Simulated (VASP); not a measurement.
# TaN (I4/mmm) in VASP: further runs, part 2 of 2

VASP 6.6.1.

**5. Single point, PBE (strain -0.0050 x Voigt [0, 1, 0, 0, 0, 0])**

Input file INCAR:

```
ALGO = Normal ; EDIFF = 1E-6
ENCUT = 520 ; GGA = PE
ISIF = 2 ; ISMEAR = 0
LASPH = True ; LCHARG = False
LREAL = False ; LWAVE = False
NBANDS = 15 ; NELM = 80
PREC = Accurate ; SIGMA = 0.15
```

Input file KPOINTS:

```
k-points
0
Gamma
  18 18 18
```

Input file POSCAR:

```
TaN
1.0
    0.0000000000      2.1681050000      2.1790000000
    2.1790000000      0.0000000000      2.1790000000
    2.1790000000      2.1681050000      0.0000000000
Ta N
1 1
Direct
    0.5000000000      0.5000000000      0.5000000000
    0.0000000000      0.0000000000      0.0000000000
```

Potentials or basis: VASP PAW PBE potentials, release 64 (Ta_pv, N).

Run with:

```
cat potpaw_PBE.64/Ta_pv/POTCAR potpaw_PBE.64/N/POTCAR > POTCAR
mpirun -np 1 vasp_std > vasp.out
```

OUTCAR:

```text
EDIFF = 1E-6
   ENCUT = 520
   GGA = PE
   ISIF = 2
   ISMEAR = 0
   LASPH = True
   LREAL = False
   NELM = 80
   PREC = Accurate

 ion  position               nearest neighbor table
   1  0.500  0.500  0.500-   2 2.17   2 2.17   2 2.18   2 2.18   2 2.18   2 2.18
   2  0.000  0.000  0.000-   1 2.17   1 2.17   1 2.18   1 2.18   1 2.18   1 2.18

  LATTYP: Found a body centered tetragonal cell.
 ALAT       =     3.0815713524
 C/A-ratio  =     1.4071424946

  Lattice vectors:

 A1 = (   0.0000000000,  -2.1681050000,   2.1790000000)
 A2 = (   0.0000000000,  -2.1681050000,  -2.1790000000)
 A3 = (   2.1790000000,   2.1681050000,   0.0000000000)

Analysis of symmetry for initial positions (statically):
=====================================================================
 Subroutine PRICEL returns:
 Original cell was already a primitive cell.

 Routine SETGRP: Setting up the symmetry group for a
 body centered tetragonal supercell.

 Subroutine GETGRP returns: Found 16 space group operations
 (whereof 16 operations were pure point group operations)
 out of a pool of 16 trial point group operations.

The static configuration has the point symmetry D_4h.

Analysis of symmetry for dynamics (positions and initial velocities):
=====================================================================
 Subroutine PRICEL returns:
 Original cell was already a primitive cell.

 Routine SETGRP: Setting up the symmetry group for a
 body centered tetragonal supercell.

 Subroutine GETGRP returns: Found 16 space group operations
 (whereof 16 operations were pure point group operations)
 out of a pool of 16 trial point group operations.

The dynamic configuration has the point symmetry D_4h.

 Subroutine INISYM returns: Found 16 space group operations
 (whereof 16 operations are pure point group operations),
 and found     1 'primitive' translations

----------------------------------------------------------------------------------------

                                     Primitive cell

  volume of cell :      20.5885

  direct lattice vectors                    reciprocal lattice vectors
[... 119 lines left out ...]
 Gauss-broadening in eV      SIGMA  =   0.15
  energy-cutoff  :      520.00
  volume of cell :       20.59
 maximum number of plane-waves:       568
   NGX = 11   NGY = 11   NGZ = 11

 number of electron      15.9999999 magnetization

 Free energy of the ion-electron system (eV)
  ---------------------------------------------------
  ext. energy  EPLUGINS =         0.00000000
  ---------------------------------------------------
  free energy    TOTEN  =       -21.77809334 eV

  energy without entropy =      -21.76872831  energy(sigma->0) =      -21.77341082

 E-fermi :   9.9307     XC(G=0): -13.6175

 val. band max:        9.9295213884   @ k =   0.1667  -0.0556   0.1111
 cond. band min:       9.9391412278   @ k =   0.2222   0.1667   0.0556
 fundamental gap:      0.0096198393
 Fermi energy:         9.9306585580

 k-point     1 :       0.0000    0.0000    0.0000
  band No.  band energies     occupation
      1     -25.7982      2.00000
      2     -25.7982      2.00000
      3     -25.7952      2.00000
      4      -9.2156      2.00000
      5       5.9878      2.00000
      6       5.9878      2.00000
      7       6.0132      2.00000
      8       7.6994      2.00000
      9       7.6994      2.00000
     10       7.7615      2.00000
     11       9.9522      0.83915
     12      10.0199      0.40022
     13      11.7254      0.00000
     14      19.3355      0.00000
[... 401 lines left out ...]
      2     -25.8752      2.00000
      3     -25.8269      2.00000
      4      -7.8551      2.00000
      5       2.1333      2.00000
      6       3.3250      2.00000
      7       3.7407      2.00000
      8       8.9408      2.00000
      9       9.1001      2.00000
     10      10.0619      0.21582
     11      12.8506      0.00000
     12      14.4769      0.00000
     13      14.8334      0.00000
     14      22.3430      0.00000
     15      22.6221      0.00000

 [... further k-points ...]

------------------------ aborting loop because EDIFF is reached ----------------------------------------

  FORCE on cell =-STRESS in cart. coord.  units (eV):
  Direction    XX          YY          ZZ          XY          YZ          ZX
  --------------------------------------------------------------------------------------
  -------------------------------------------------------------------------------------
  Total        2.1035063      2.5643055      2.1035063      0.0000000      0.0000000      0.0000000
  in kB      163.6928215    199.5517648    163.6928215      0.0000000      0.0000000      0.0000000
  external PRESSURE =     175.6458026 kB  Pullay stress =       0.0000000 kB

 VOLUME and BASIS-vectors are now :
 -----------------------------------------------------------------------------
  energy-cutoff  :      520.00
  volume of cell :       20.59
      direct lattice vectors                 reciprocal lattice vectors
     0.000000000  2.168105000  2.179000000    -0.229463056  0.230616137  0.229463056
     2.179000000  0.000000000  2.179000000     0.229463056 -0.230616137  0.229463056
     2.179000000  2.168105000  0.000000000     0.229463056  0.230616137 -0.229463056

 POSITION                                       TOTAL-FORCE (eV/Angst)
 -----------------------------------------------------------------------------------
      2.17900      2.16811      2.17900        -0.000000      0.000000      0.000000
      0.00000      0.00000      0.00000         0.000000     -0.000000     -0.000000
 -----------------------------------------------------------------------------------
    total drift:                                0.000000     -0.000000     -0.000000

  FREE ENERGIE OF THE ION-ELECTRON SYSTEM (eV)
  ---------------------------------------------------
  free  energy   TOTEN  =       -21.7780933372 eV

  energy  without entropy=      -21.7687283126  energy(sigma->0) =      -21.77341082
```

OSZICAR:

```text
N       E                     dE             d eps       ncg     rms          rms(c)
DAV:   1     0.897656481435E+02    0.89766E+02   -0.88219E+03 14439   0.113E+03
DAV:   2    -0.220489277124E+02   -0.11181E+03   -0.10551E+03 17725   0.305E+02
DAV:   3    -0.247952709125E+02   -0.27463E+01   -0.27312E+01 15877   0.445E+01
DAV:   4    -0.248058112262E+02   -0.10540E-01   -0.10537E-01 19015   0.296E+00
DAV:   5    -0.248058775231E+02   -0.66297E-04   -0.66297E-04 16101   0.209E-01    0.258E+01
DAV:   6    -0.218576912053E+02    0.29482E+01   -0.54315E+00 17658   0.265E+01    0.108E+01
DAV:   7    -0.218104434700E+02    0.47248E-01   -0.53406E-01 16605   0.597E+00    0.743E+00
DAV:   8    -0.217848994349E+02    0.25544E-01   -0.13108E-01 16822   0.308E+00    0.180E+00
DAV:   9    -0.217781634021E+02    0.67360E-02   -0.18152E-02 16696   0.111E+00    0.318E-01
DAV:  10    -0.217781309167E+02    0.32485E-04   -0.13358E-03 16381   0.384E-01    0.539E-02
DAV:  11    -0.217780937952E+02    0.37122E-04   -0.76138E-05 16353   0.104E-01    0.224E-02
DAV:  12    -0.217780933372E+02    0.45797E-06   -0.70513E-06 16661   0.258E-02
   1 F= -.21778093E+02 E0= -.21773411E+02  d E =-.936502E-02
```

stdout:

```text
POSCAR found type information on POSCAR TaN
 POSCAR found :  2 types and       2 ions
 scaLAPACK will be used
 LDA part: xc-table for (Slater+PW92), standard interpolation
 POSCAR, INCAR and KPOINTS ok, starting setup
 FFT: planning ... GRIDC
 FFT: planning ... GRID_SOFT
 FFT: planning ... GRID
 WAVECAR not read
 entering main loop
```

It took 81 s on 1 thread of AMD EPYC 9R45 (Zen 5), shared host; peak memory 0.23 GiB.

What came out:

| Quantity | Value |
| --- | --- |
| Free energy | -21.7781 eV |
| Pressure | 17.6 GPa |
| Band gap on the k mesh | zero (bands 8 and 9 overlap by 4.20 eV) |

Stress tensor (GPa, compression positive):
```
16.37  0.00  0.00
 0.00 19.96  0.00
 0.00  0.00 16.37
```

Levels at points of the mesh, in eV from the Fermi level:
```csv
k point,band 6,band 7,band 8,band 9,band 10,band 11
"(0.00, 0.00, 0.00)",-3.94,-3.92,-2.23,-2.23,-2.17,0.02
"(0.50, 0.00, 0.00)",-7.83,-7.83,1.97,2.01,2.09,3.92
"(0.50, 0.50, 0.00)",-5.70,-4.73,-4.71,2.21,3.68,3.75
"(0.50, 0.00, 0.50)",-5.71,-4.75,-4.75,2.21,3.72,3.72
```

Caveat: the cell differs from its parent crystal (strain -0.0050 x Voigt [0, 1, 0, 0, 0, 0]); the cell stands under pressure; spin-orbit coupling is left out, which moves the levels of the heavy elements.

**6. The runs side by side**

| cell | gap on the mesh (eV) | pressure (GPa) |
| --- | --- | --- |
| a = 3.051, b = 3.082 Å, angles 59.7, 60.7, 59.7°, 2 atoms | none | 24.3 |
| a = 3.066, b = 3.082 Å, angles 59.8, 60.3, 59.8°, 2 atoms | none | 19.7 |
| a = 3.059, b = 3.082 Å, angles 59.8, 60.5, 59.8°, 2 atoms | none | 21.9 |
| a = 3.074, b = 3.082 Å, angles 59.9, 60.2, 59.9°, 2 atoms | none | 17.6 |

Alike in all rows: task single point; level PBE; potentials or basis VASP PAW PBE potentials, release 64 (Ta_pv, N); no spin polarisation; k mesh 18 × 18 × 18; cutoff (eV) 520; smearing gaussian 0.15 eV.

Caveats: the cell stands under pressure; spin-orbit coupling is left out, which moves the levels of the heavy elements.

Total energies depend on the potentials used, so only differences within one code and one set of settings carry meaning.
